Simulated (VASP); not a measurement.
Here is a VASP 6.6.1 calculation.

Contents of POSCAR:

```
Au
1.0
    0.0000000000      2.0749120936      2.0749120936
    2.0749120936      0.0000000000      2.0749120936
    2.0749120936      2.0749120936      0.0000000000
Au
1
Direct
    0.0000000000      0.0000000000      0.0000000000
```

File INCAR.step1:

```
PREC = Accurate
ENCUT = 520
ISMEAR = -1
SIGMA = 0.05
LREAL = False
LASPH = True
NELM = 100
NBANDS = 12
GGA = PE
ALGO = Normal
EDIFF = 1E-4
LWAVE = True
LCHARG = False
```

The input INCAR.step2:

```
PREC = Accurate
ENCUT = 520
EDIFF = 1E-6
ISMEAR = -1
SIGMA = 0.05
LREAL = False
LASPH = True
NELM = 100
ALGO = Normal
ISIF = 2
LWAVE = False
LCHARG = False
METAGGA = R2SCAN
LMIXTAU = True
NBANDS = 12
ISTART = 1
```

Contents of KPOINTS:

```
regular mesh
0
Gamma
  11 11 11
```

Potentials or basis: VASP PAW PBE potentials, release 64 (Au).

Command:

```sh
$ cat potpaw_PBE.64/Au/POTCAR > POTCAR
$ cp INCAR.step1 INCAR
$ mpirun -np 1 vasp_std > vasp.out
$ cp INCAR.step2 INCAR
$ mpirun -np 1 vasp_std > vasp.out
```

Problem. What does it give for the pressure?

Solution. -2.6 GPa.

Caveat: the PAW data sets were made with another functional, which shifts forces and pressure a little.
